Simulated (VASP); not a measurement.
Runs of VASP 6.6.1 on Ir. The structure is that of space group P6_3/mmc (No. 194), or close to it. The cells are those of the table. This isn't the form of Ir at room conditions, which is fcc.

| cell | k mesh | gap on the mesh (eV) | pressure (GPa) |
| --- | --- | --- | --- |
| a = 2.732, b = 2.732, c = 8.927 Å, angles 90.0, 90.0, 120.0°, 4 atoms | 15 × 15 × 4 | none | (b) |
| a = 2.623, b = 2.623, c = 8.570 Å, angles 90.0, 90.0, 120.0°, 4 atoms | 15 × 15 × 4 | none | 40.9 |
| a = 2.697, b = 2.697, c = 8.811 Å, angles 90.0, 90.0, 120.0°, 4 atoms | 13 × 13 × 4 | none | -0.4 |
| a = 2.697, b = 2.697, c = 8.811 Å, angles 90.0, 90.0, 120.0°, 4 atoms | 15 × 15 × 4 | none | (a) |
| a = 2.767, b = 2.767, c = 9.040 Å, angles 90.0, 90.0, 120.0°, 4 atoms | 15 × 15 × 4 | none | -26.1 |

Alike in all rows: task single point; level LDA; potentials or basis VASP PAW LDA potentials, release 64 (Ir_sv_GW); no spin polarisation; cutoff (eV) 560; smearing fermi-dirac 0.1 eV.

Task: Estimate the missing entries.

Result: (a) -0.5; (b) -14.9.

Caveats: spin-orbit coupling is left out, which moves the levels of the heavy elements; the cell stands under tension (at least some runs); the cell stands under pressure (at least some runs).

A k mesh can miss the band edges, and the runs leave out spin-orbit coupling on Ir.

A gap of «none» marks levels without a gap at the run's occupations.
